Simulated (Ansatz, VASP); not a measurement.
# SiO2 in VASP and in Ansatz

INCAR

```
PREC = Accurate
ENCUT = 520
EDIFF = 1E-7
ISMEAR = -1
SIGMA = 0.02
LREAL = False
LASPH = True
NELM = 100
ALGO = Normal
ISIF = 2
LWAVE = False
LCHARG = False
GGA = PE
IBRION = 2
NSW = 80
EDIFFG = -0.02
```

The input KPOINTS:

```
regular mesh
0
Gamma
  5 5 4
```

File POSCAR:

```
SiO2
1.0
    4.9028000000      0.0000000000      0.0000000000
    0.0000000000      4.9028000000      0.0000000000
    0.0000000000      0.0000000000      6.7782000000
Si O
4 8
Direct
    0.3086000000      0.3086000000      0.0000000000
    0.1914000000      0.8086000000      0.2500000000
    0.6914000000      0.6914000000      0.5000000000
    0.8086000000      0.1914000000      0.7500000000
    0.2364000000      0.1198000000      0.1870000000
    0.3802000000      0.7364000000      0.4370000000
    0.7636000000      0.8802000000      0.6870000000
    0.6198000000      0.2636000000      0.9370000000
    0.7364000000      0.3802000000      0.5630000000
    0.8802000000      0.7636000000      0.3130000000
    0.2636000000      0.6198000000      0.0630000000
    0.1198000000      0.2364000000      0.8130000000
```

Input for Ansatz:

```yaml
crystal:
  lattice:
    - [4.9028, 0.0, 0.0]
    - [0.0, 4.9028, 0.0]
    - [0.0, 0.0, 6.7782]
  atoms:
    - { symbol: Si, position: [0.3086, 0.3086, 0.0] }
    - { symbol: Si, position: [0.1914, 0.8086, 0.25] }
    - { symbol: Si, position: [0.6914, 0.6914, 0.5] }
    - { symbol: Si, position: [0.8086, 0.1914, 0.75] }
    - { symbol: O, position: [0.2364, 0.1198, 0.187] }
    - { symbol: O, position: [0.3802, 0.7364, 0.437] }
    - { symbol: O, position: [0.7636, 0.8802, 0.687] }
    - { symbol: O, position: [0.6198, 0.2636, 0.937] }
    - { symbol: O, position: [0.7364, 0.3802, 0.563] }
    - { symbol: O, position: [0.8802, 0.7636, 0.313] }
    - { symbol: O, position: [0.2636, 0.6198, 0.063] }
    - { symbol: O, position: [0.1198, 0.2364, 0.813] }
kpoints:
  mp_grid: { grid: [5, 5, 4] }
scf:
  occupations: { method: fermi_dirac, width: 0.02 }
hamiltonian:
  xc: pbe
  pseudopotentials: { kind: paw }
output:
  forces: true
  stress: true
  populations: true
  efg: { quadrupole_moments_barn: { O: -0.02558 }, contact_densities: true }
  write_density: true
  write_potential: true
  elf: true
  volumetric_format: npy
relax:
  f_tol: 0.02
  max_steps: 60
```

Alike in both runs: task relaxation of the atoms; functional PBE; k mesh 5 × 5 × 4; occupations fermi-dirac, width 0.02 eV; no spin polarisation.

|  | VASP | Ansatz |
| --- | --- | --- |
| version | VASP 6.6.1 | Ansatz 0.2.0 |
| potentials or method | VASP PAW PBE potentials, release 64 (Si, O) | plane-wave PAW, scalar-relativistic |
| plane-wave cutoff (eV) | 520 | 420 |
| valence electrons in the cell | 64 | 64 |

|  | VASP | Ansatz | Ansatz less VASP |
| --- | --- | --- | --- |
| gap on the k mesh at the Fermi level, each at its own relaxed structure (eV) | 5.69 | 5.69 | +0.005 |

Ansatz's warnings: stress scf threshold loose.
